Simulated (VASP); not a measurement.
Input of a VASP 6.6.1 run:

File POSCAR:

```
SiTe
1.0
    3.1019300293      0.0000000000      0.0000000000
   -1.5509650147      2.6863502062      0.0000000000
    0.0000000000      0.0000000000      5.6723261005
Si Te
1 1
Direct
    0.0000000000      0.0000000000      0.5000000000
    0.0000000000      0.0000000000      0.0000000000
```

Contents of INCAR.step1:

```
SYSTEM = SiTe
PREC = Accurate ; ENCUT = 520
EDIFF = 1E-5 ; ISMEAR = -1
SIGMA = 0.05 ; LREAL = .False.
LASPH = .True. ; NELM = 80
ALGO = Normal ; ISIF = 2
LWAVE = .True. ; LCHARG = .False.
GGA = PE ; NBANDS = 12
```

File INCAR.step2:

```
SYSTEM = SiTe
PREC = Accurate ; ENCUT = 520
EDIFF = 1E-6 ; ISMEAR = -1
SIGMA = 0.05 ; LREAL = .False.
LASPH = .True. ; NELM = 80
ALGO = Normal ; ISIF = 2
LWAVE = .False. ; LCHARG = .False.
GGA = PS ; LHFCALC = .True.
AEXX = 0.25 ; HFSCREEN = 0.207
PRECFOCK = Normal ; ISTART = 1
NBANDS = 12
```

File KPOINTS:

```
Automatic mesh
0
Gamma
  4 4 3
  0 0 0
```

Potentials or basis: VASP PAW PBE potentials, release 64 (Si, Te).

Run with:

```sh
$ cat potpaw_PBE.64/Si/POTCAR potpaw_PBE.64/Te/POTCAR > POTCAR
$ cp INCAR.step1 INCAR
$ mpirun -np 1 vasp_std > vasp.out
$ cp INCAR.step2 INCAR
$ mpirun -np 1 vasp_std > vasp.out
```

(1) What does it give for the pressure?

(2) Estimate the band gap on the k mesh.

Answers

(1) -0.5 GPa.

(2) zero (band 5 reaches 12.15 eV, above the bottom of band 6 at 6.84 eV).

Caveat: the k points lie up to 0.58 Å⁻¹ apart; the PAW data sets were made with another functional, which shifts forces and pressure a little; spin-orbit coupling is left out, which moves the levels of the heavy elements.
